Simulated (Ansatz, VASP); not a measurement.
# Two plane-wave programs on GaSb

```
Ga Sb
1.0
     0.00000    3.02475    3.02475
     3.02475    0.00000    3.02475
     3.02475    3.02475    0.00000
Ga Sb
1 1
Direct
  0.00000 0.00000 0.00000
  0.25000 0.25000 0.25000
```

Alike in both runs: task single point; functional PBEsol; k mesh 12 × 12 × 12; occupations gaussian, width 0.1 eV; no spin polarisation.

|  | VASP | Ansatz |
| --- | --- | --- |
| version | VASP 6.6.1 | Ansatz 0.2.0 |
| potentials or method | VASP PAW PBE potentials, release 64 (Ga_d, Sb), cutoff 520 eV | scalar-relativistic, plane waves, PAW |
| valence electrons in the cell | 18 | 28 |

```csv
,VASP,Ansatz,Ansatz less VASP
gap on the k mesh at the Fermi level (eV),0.23,0.22,-0.014
least direct gap on the mesh (eV),0.23,0.22,-0.014
pressure (GPa),1.8,1.7,-0.11
```

VASP's potentials were made for PBE, not for PBEsol. VASP's potentials hold 18 valence electrons a cell and Ansatz's 28, so a difference there can come from the potentials and not from the codes.

Spin-orbit coupling is off throughout.
